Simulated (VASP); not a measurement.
**Be: single point with PBE**

Crystal: Be.

```xyz
1
Lattice="0.0000 1.5972 1.5972 1.5972 0.0000 1.5972 1.5972 1.5972 0.0000" Properties=species:S:1:pos:R:3 pbc="T T T"
Be    0.0000    0.0000    0.0000
```

This isn't the form of Be at room conditions, which is hcp.

| Item | Value |
| --- | --- |
| Program | VASP 6.6.1 |
| Task | single point |
| Functional | PBE |
| Potentials or basis | VASP PAW PBE potentials, release 64 (Be) |
| Cutoff | 600 eV |
| k mesh | 22 × 22 × 22 |
| Occupations | gaussian, width 0.05 eV |
| Spin | no spin polarisation |

```yaml
Pressure: -3.8 GPa
Band_gap_on_the_k_mesh: zero (bands 1 and 2 overlap by 0.68 eV)
```

Levels at points of the mesh, in eV from the Fermi level:
```
           k point  band 1  band 2  band 3  band 4
(0.00, 0.00, 0.00)  -11.67   18.91   18.91   18.91
(0.50, 0.00, 0.00)   -5.14   -0.08   16.06   16.06
(0.50, 0.50, 0.00)   -2.59    3.71    9.29    9.29
```

Wall time 24 s on 1 thread of Intel Xeon 8259CL, on a shared host, peak memory 0.13 GiB.

Caveat: the cell stands under tension.
